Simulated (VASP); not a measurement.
Runs of VASP 6.6.1 on Nb2B3C. The structure is that of space group P6/mmm (No. 191), or close to it. The cells are those of the table. 

```tsv
task	cell	k mesh	cutoff (eV)	gap on the mesh (eV)	pressure (GPa)	relaxed volume (Å³/atom)	largest force (eV/Å)
single point	a = 4.335, b = 4.335, c = 6.002 Å, angles 90.0, 90.0, 120.0°, 6 atoms	12 × 12 × 6	520	none	-0.1	-	0.01
single point	a = 4.331, b = 4.331, c = 6.002 Å, angles 90.0, 90.0, 120.0°, 6 atoms	6 × 6 × 4	520	none	0.0	-	0.02
single point	a = 3.767, b = 3.767, c = 5.520 Å, angles 90.0, 90.0, 120.0°, 6 atoms	6 × 6 × 4	520	none	91.9	-	(b)
relaxation of cell and atoms	relaxed from a = 4.331, b = 4.331, c = 6.002 Å, angles 90.0, 90.0, 120.0°, 6 atoms	12 × 12 × 6	600	none	0.0	(a)	-
relaxation of cell and atoms	relaxed from a = 3.767, b = 3.767, c = 5.520 Å, angles 90.0, 90.0, 120.0°, 6 atoms	6 × 6 × 4	600	none	-0.1	16.25	0.03
```

Alike in all rows: level PBE; potentials or basis VASP PAW PBE potentials, release 64 (Nb_sv, B, C); no spin polarisation; smearing gaussian 0.1 eV.

Problem. Fill in the values left out.

Solution. (a) 16.26; (b) 10.56.

Caveats: forces of over 1 eV/Å act on the atoms, so gaps and moduli don't describe the material at rest (some runs); the volume moved by over 15 % at a fixed basis, so the end points are rough (some runs).

A k mesh can miss the band edges, and the runs leave out spin-orbit coupling on Nb.

A gap of «none» marks levels without a gap at the run's occupations.
